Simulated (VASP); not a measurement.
# Bi2Se3 (R-3m) in VASP: single point with PBE

Aim: the single point of Bi2Se3 with PBE.

Program: VASP 6.6.1. These are calculated values, not measurements. Logs are shortened: lines on timing, memory, paths and dates and some standing lists are left out, and cuts for length are marked.

**1. The cell of the first run**

The structure is trigonal, space group R-3m (No. 166). Conventional cell: a = 4.143 Å, b = 4.143 Å, c = 28.636 Å, α = 90.00°, β = 90.00°, γ = 120.00°. Bi (site symmetry 3m) has 6 Se at 2.85 to 3.07 Å within 3.8 Å. Within 4.3 Å of Se (site symmetry -3m) lie 6 Bi at 3.07 Å and 12 Se at 4.14 to 4.23 Å. Se (site symmetry 3m) has 3 Bi at 2.85 Å and 3 Se at 3.52 Å within 3.8 Å.

**2. Single point, PBE**

INCAR reads:

```
ALGO = Normal
EDIFF = 1E-6
ENCUT = 520
GGA = PE
ISIF = 2
ISMEAR = 0
LASPH = T
LCHARG = T
LELF = T
LREAL = F
LVHAR = T
LWAVE = F
NBANDS = 32
NELM = 60
PREC = Accurate
SIGMA = 0.01
```

KPOINTS reads:

```
k-points
0
Gamma
  6 6 6
```

POSCAR reads:

```
Bi2Se3
1.0
    9.8404710000      0.0000000000      0.0000000000
    8.9683356972      4.0501634934      0.0000000000
    8.9683356972      1.9311818353      3.5601068864
Bi Se
2 3
Direct
    0.4008000000      0.4008000000      0.4008000000
    0.5992000000      0.5992000000      0.5992000000
    0.0000000000      0.0000000000      0.0000000000
    0.2117000000      0.2117000000      0.2117000000
    0.7883000000      0.7883000000      0.7883000000
```

Potentials or basis: VASP PAW PBE potentials, release 64 (Bi_d, Se).

On the command line:

```sh
cat potpaw_PBE.64/Bi_d/POTCAR potpaw_PBE.64/Se/POTCAR > POTCAR
mpirun -np 1 vasp_std > vasp.out
```

OUTCAR:

```text
EDIFF = 1E-6
   ENCUT = 520
   GGA = PE
   ISIF = 2
   ISMEAR = 0
   LASPH = T
   LREAL = F
   NELM = 60
   PREC = Accurate

 ion  position               nearest neighbor table
   1  0.401  0.401  0.401-   5 2.85   5 2.85   5 2.85   3 3.07   3 3.07   3 3.07
   2  0.599  0.599  0.599-   4 2.85   4 2.85   4 2.85   3 3.07   3 3.07   3 3.07
   3  0.000  0.000  0.000-   2 3.07   1 3.07   1 3.07   2 3.07   2 3.07   1 3.07
   4  0.212  0.212  0.212-   2 2.85   2 2.85   2 2.85
   5  0.788  0.788  0.788-   1 2.85   1 2.85   1 2.85

  LATTYP: Found a trigonal (rhomboedric) cell.
 ALAT       =     9.8404710000
 COS(alpha) =     0.9113726058

  Lattice vectors:

 A1 = (   9.8404710000,   0.0000000000,   0.0000000000)
 A2 = (   8.9683356972,   4.0501634934,   0.0000000000)
 A3 = (   8.9683356972,   1.9311818353,   3.5601068864)

Analysis of symmetry for initial positions (statically):
=====================================================================
 Subroutine PRICEL returns:
 Original cell was already a primitive cell.

 Routine SETGRP: Setting up the symmetry group for a
 trigonal (rhombohedral) supercell.

 Subroutine GETGRP returns: Found 12 space group operations
 (whereof 12 operations were pure point group operations)
 out of a pool of 12 trial point group operations.

The static configuration has the point symmetry D_3d.

Analysis of symmetry for dynamics (positions and initial velocities):
=====================================================================
 Subroutine PRICEL returns:
 Original cell was already a primitive cell.

 Routine SETGRP: Setting up the symmetry group for a
 trigonal (rhombohedral) supercell.

 Subroutine GETGRP returns: Found 12 space group operations
 (whereof 12 operations were pure point group operations)
 out of a pool of 12 trial point group operations.

The dynamic configuration has the point symmetry D_3d.

 Subroutine INISYM returns: Found 12 space group operations
 (whereof 12 operations are pure point group operations),
 and found     1 'primitive' translations

----------------------------------------------------------------------------------------

                                     Primitive cell

[... 94 lines left out ...]
   ENCUT  =  520.0 eV  38.22 Ry    6.18 a.u.  18.30 18.30 18.30*2*pi/ulx,y,z
   NELM   =     60;   NELMIN=  2; NELMDL= -5     # of ELM steps
   EDIFF  = 0.1E-05   stopping-criterion for ELM
   LREAL  =      F    real-space projection
   EDIFFG = 0.1E-04   stopping-criterion for IOM
   NSW    =      0    number of steps for IOM
   IBRION =     -1    ionic relax: 0-MD 1-quasi-New 2-CG
   NFREE  =      0    steps in history (QN), initial steepest desc. (CG)
   ISIF   =      2    stress and relaxation
   ISYM   =      2    0-nonsym 1-usesym 2-fastsym
   POTIM  = 0.5000    time-step for ionic-motion
   TEBEG  =    0.0;   TEEND  =   0.0 temperature during run
   PSTRESS=    0.0 pullay stress
   NELECT =      48.0000    total number of electrons
   NUPDOWN=      -1.0000    fix difference up-down
   EMIN   =  10.00;   EMAX   =-10.00  energy-range for DOS
   EFERMI =   0.00;   METHOD = LEGACY
   ISMEAR =     0;   SIGMA  =   0.01  broadening in eV -4-tet -1-fermi 0-gaus
   EFERMI_NEDOS =   21; number of points for ismear=-14 and -15
   IALGO  =     38    algorithm
   IMIX   =      4    mixing-type and parameters
     AMIX     =   0.40;   BMIX     =  1.00
     AMIX_MAG =   1.60;   BMIX_MAG =  1.00
  volume/ion in A,a.u.               =      28.38       191.50
  Fermi-wavevector in a.u.,A,eV,Ry     =   1.140700  2.155610 17.703851  1.301196
  Thomas-Fermi vector in A             =   2.277402
   LORBIT       =      0    0 simple, 1 ext, 2 COOP (PROOUT), +10 PAW based schemes
   GGA     = PE    functional components
   LHFCALC =     F    Hartree Fock is set to
   AEXX    =    0.0000 exact exchange contribution
   IVDW    =     0    specifies the selected vdW correction
   LEPSILON=     F    determine dielectric tensor
   LRPA    =     F    only Hartree local field effects (RPA)
 non-spin polarized calculation
 Gauss-broadening in eV      SIGMA  =   0.01
  energy-cutoff  :      520.00
  volume of cell :      141.89
 maximum number of plane-waves:      3848
 NGX is ok and might be reduce to    80
   NGX = 37   NGY = 37   NGZ = 37

 number of electron      47.9999997 magnetization

 Free energy of the ion-electron system (eV)
  ---------------------------------------------------
  ext. energy  EPLUGINS =         0.00000000
  ---------------------------------------------------
  free energy    TOTEN  =       -20.15623922 eV

  energy without entropy =      -20.15623922  energy(sigma->0) =      -20.15623922

 E-fermi :   5.0860     XC(G=0):  -9.4972

 val. band max:        4.9661941255   @ k =   0.0000   0.0000   0.0000
 cond. band min:       5.1846000391   @ k =   0.0000   0.0000   0.0000
 fundamental gap:      0.2184059136
 Fermi energy:         5.0860482946

 k-point     1 :       0.0000    0.0000    0.0000
  band No.  band energies     occupation
      1     -18.1613      2.00000
      2     -18.1613      2.00000
      3     -18.1595      2.00000
      4     -18.1595      2.00000
      5     -18.1529      2.00000
      6     -18.1504      2.00000
[... 829 lines left out ...]
     31       9.9028      0.00000
     32      11.4620      0.00000

 [... further k-points ...]

------------------------ aborting loop because EDIFF is reached ----------------------------------------

  FORCE on cell =-STRESS in cart. coord.  units (eV):
  Direction    XX          YY          ZZ          XY          YZ          ZX
  --------------------------------------------------------------------------------------
  -------------------------------------------------------------------------------------
  Total        2.2827788      2.2440736      2.2428583      0.0087398      0.0011201      0.0052019
  in kB       25.7764401     25.3393927     25.3256704      0.0986868      0.0126484      0.0587386
  external PRESSURE =      25.4805010 kB  Pullay stress =       0.0000000 kB

 VOLUME and BASIS-vectors are now :
 -----------------------------------------------------------------------------
  energy-cutoff  :      520.00
  volume of cell :      141.89
      direct lattice vectors                 reciprocal lattice vectors
     9.840471000  0.000000000  0.000000000     0.101621152 -0.225021189 -0.133932994
     8.968335697  4.050163493  0.000000000     0.000000000  0.246903613 -0.133932994
     8.968335697  1.931181835  3.560106886     0.000000000  0.000000000  0.280890443

 POSITION                                       TOTAL-FORCE (eV/Angst)
 -----------------------------------------------------------------------------------
     11.13308      2.39732      1.42689        -0.185977     -0.040047     -0.023836
     16.64406      3.58402      2.13322         0.185977      0.040047      0.023836
      0.00000      0.00000      0.00000         0.000000     -0.000000      0.000000
      5.88042      1.26625      0.75367        -0.182644     -0.039329     -0.023409
     21.89672      4.71509      2.80643         0.182644      0.039329      0.023409
 -----------------------------------------------------------------------------------
    total drift:                               -0.000000     -0.000000     -0.000000

  FREE ENERGIE OF THE ION-ELECTRON SYSTEM (eV)
  ---------------------------------------------------
  free  energy   TOTEN  =       -20.1562392176 eV

  energy  without entropy=      -20.1562392176  energy(sigma->0) =      -20.15623922
```

OSZICAR:

```text
N       E                     dE             d eps       ncg     rms          rms(c)
DAV:   1     0.466380679148E+03    0.46638E+03   -0.22845E+04  2048   0.155E+03
DAV:   2     0.337864895944E+02   -0.43259E+03   -0.41535E+03  2096   0.411E+02
DAV:   3    -0.187253366602E+02   -0.52512E+02   -0.49962E+02  2672   0.150E+02
DAV:   4    -0.208672823878E+02   -0.21419E+01   -0.21307E+01  2264   0.319E+01
DAV:   5    -0.209448706275E+02   -0.77588E-01   -0.77578E-01  2984   0.628E+00    0.520E+00
DAV:   6    -0.201423322478E+02    0.80254E+00   -0.10770E+00  2864   0.736E+00    0.322E+00
DAV:   7    -0.201478152202E+02   -0.54830E-02   -0.35632E-01  2280   0.252E+00    0.171E+00
DAV:   8    -0.201551376962E+02   -0.73225E-02   -0.45890E-02  2408   0.114E+00    0.571E-01
DAV:   9    -0.201559706216E+02   -0.83293E-03   -0.19533E-03  2672   0.430E-01    0.128E-01
DAV:  10    -0.201561530393E+02   -0.18242E-03   -0.10676E-03  2424   0.166E-01    0.544E-02
DAV:  11    -0.201562064877E+02   -0.53448E-04   -0.12755E-04  2376   0.744E-02    0.301E-02
DAV:  12    -0.201562378484E+02   -0.31361E-04   -0.51205E-05  2224   0.344E-02    0.596E-03
DAV:  13    -0.201562391915E+02   -0.13431E-05   -0.30285E-06  2256   0.145E-02    0.393E-03
DAV:  14    -0.201562392176E+02   -0.26060E-07   -0.67284E-07  1456   0.532E-03
   1 F= -.20156239E+02 E0= -.20156239E+02  d E =-.172327E-46
```

stdout:

```text
POSCAR found type information on POSCAR BiSe
 POSCAR found :  2 types and       5 ions
 scaLAPACK will be used
 LDA part: xc-table for (Slater+PW92), standard interpolation
 POSCAR, INCAR and KPOINTS ok, starting setup
 FFT: planning ... GRIDC
 FFT: planning ... GRID_SOFT
 FFT: planning ... GRID
 WAVECAR not read
 entering main loop
```

Run time: 7.6 min. Hardware: 1 thread of Intel Xeon 6975P-C (Granite Rapids), shared host; peak memory 0.93 GiB.

What came out:

- Free energy: -20.1562 eV
- Pressure: 2.5 GPa
- Largest force: 0.192 eV/Å
- Band gap on the k mesh: 0.22 eV

Forces in eV/Å, atoms in the order of the input:
```
Bi  -0.186 -0.040 -0.024
Bi   0.186  0.040  0.024
Se   0.000  0.000  0.000
Se  -0.183 -0.039 -0.023
Se   0.183  0.039  0.023
```

Levels at points of the mesh, in eV from the valence-band top:
```tsv
k point	band 22	band 23	band 24	band 25	band 26	band 27
(0.00, 0.00, 0.00)	-1.21	-1.21	0.00	0.22	1.40	1.40
(0.50, 0.00, 0.00)	-2.15	-1.24	-0.56	0.84	1.93	2.96
(0.50, 0.50, 0.00)	-1.88	-1.64	-1.00	1.34	1.95	2.60
(0.50, 0.50, 0.50)	-1.38	-1.38	-0.44	0.63	1.70	1.70
```

Caveat: spin-orbit coupling is left out, which moves the levels of the heavy elements. A k mesh can miss the band edges.
